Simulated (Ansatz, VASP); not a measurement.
# NaI in VASP and in Ansatz

```
Na I
1.0
     0.00000    3.29987    3.29987
     3.29987    0.00000    3.29987
     3.29987    3.29987    0.00000
Na I
1 1
Direct
  0.00000 0.00000 0.00000
  0.50000 0.50000 0.50000
```

Change from the starting cell: volume scaled by 1.06, crystal datasets.

Alike in both runs: task electric field gradients; functional PBE; k mesh 7 × 7 × 7; occupations fermi-dirac, width 0.01 eV; no spin polarisation.

```csv
,VASP,Ansatz
version,VASP 6.6.1,Ansatz 0.2.0
potentials or method,"VASP PAW PBE potentials, release 64 (Na_pv, I), cutoff 520 eV","all-electron PAW with datasets made for the crystal, scalar-relativistic"
```

|  | VASP | Ansatz | Ansatz less VASP |
| --- | --- | --- | --- |
| gap on the k mesh at the Fermi level (eV) | 3.49 | 3.50 | +0.003 |
| pressure (GPa) | -0.4 | -0.4 | 0.00 |

Ansatz ran all-electron here, and VASP with PAW potentials.

Neither program's run includes spin-orbit coupling.
